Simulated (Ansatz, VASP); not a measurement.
**Sr2TeO: VASP beside Ansatz**

File POSCAR:

```
Sr2TeO
1.0
    2.1094085333      1.2178675845      7.1734354201
   -2.1094085333      1.2178675845      7.1734354201
    0.0000000000     -2.4357351691      7.1734354201
O Te Sr
1 1 2
Direct
    1.0000000000      0.0000000000      0.0000000000
    0.5000000000      0.5000000000      0.5000000000
    0.2681616538      0.2681616538      0.2681616538
    0.7318383462      0.7318383462      0.7318383462
```

Contents of INCAR.step1:

```
SYSTEM = Sr2TeO
ALGO = Normal
EDIFF = 1E-4
ENCUT = 520
GGA = PE
ISMEAR = 0
LASPH = .TRUE.
LCHARG = .FALSE.
LREAL = .FALSE.
LWAVE = .TRUE.
NBANDS = 24
NELM = 100
PREC = Accurate
SIGMA = 0.01
```

INCAR.step2

```
SYSTEM = Sr2TeO
ALGO = Normal
EDIFF = 1E-6
ENCUT = 520
ISIF = 2
ISMEAR = 0
ISTART = 1
LASPH = .TRUE.
LCHARG = .FALSE.
LMIXTAU = .TRUE.
LREAL = .FALSE.
LWAVE = .FALSE.
METAGGA = R2SCAN
NBANDS = 24
NELM = 100
PREC = Accurate
SIGMA = 0.01
```

The input KPOINTS:

```
k-points
0
G
  6 6 6
  0 0 0
```

Input for Ansatz:

```yaml
crystal:
  lattice:
    - [2.1094085333, 1.2178675845, 7.1734354201]
    - [-2.1094085333, 1.2178675845, 7.1734354201]
    - [0.0, -2.4357351691, 7.1734354201]
  atoms:
    - { symbol: O, position: [1.0, 0.0, 0.0] }
    - { symbol: Te, position: [0.5, 0.5, 0.5] }
    - { symbol: Sr, position: [0.2681616538, 0.2681616538, 0.2681616538] }
    - { symbol: Sr, position: [0.7318383462, 0.7318383462, 0.7318383462] }
kpoints:
  mp_grid: { grid: [6, 6, 6] }
hamiltonian:
  xc: r2scan
scf:
  occupations: { method: fixed }
  n_extra_bands: 5
output:
  forces: true
  stress: true
  eigenvalues: true
```

Alike in both runs: task single point; functional r2SCAN; k mesh 6 × 6 × 6; no spin polarisation.

|  | VASP | Ansatz |
| --- | --- | --- |
| version | VASP 6.6.1 | Ansatz 0.2.0 |
| potentials or method | VASP PAW PBE potentials, release 64 (O, Te, Sr_sv) | plane waves, PAW |
| plane-wave cutoff (eV) | 520 | 500 |
| occupations | gaussian, width 0.01 eV | fixed |
| valence electrons in the cell | 32 | 42 |

Ansatz gave:

```
gap on the k mesh at the Fermi level (eV)                     : 1.45
pressure (GPa)                                                : -2.7
traceless stress, the component that is largest in VASP (GPa) : -0.12
rms of the force components (eV/Å)                            : 0.060
```

Question: Estimate VASP's values.

Answer: gap on the k mesh at the Fermi level (eV): 1.45; pressure (GPa): -2.6; traceless stress, the component that is largest in VASP (GPa): -0.11; rms of the force components (eV/Å): 0.060.

VASP's potentials were made for PBE, not for r2SCAN. Atom by atom the forces differ by 0.000 eV/Å (rms over components). VASP's potentials hold 32 valence electrons a cell and Ansatz's 42, so a difference there can come from the potentials and not from the codes.

Neither program's run includes spin-orbit coupling.
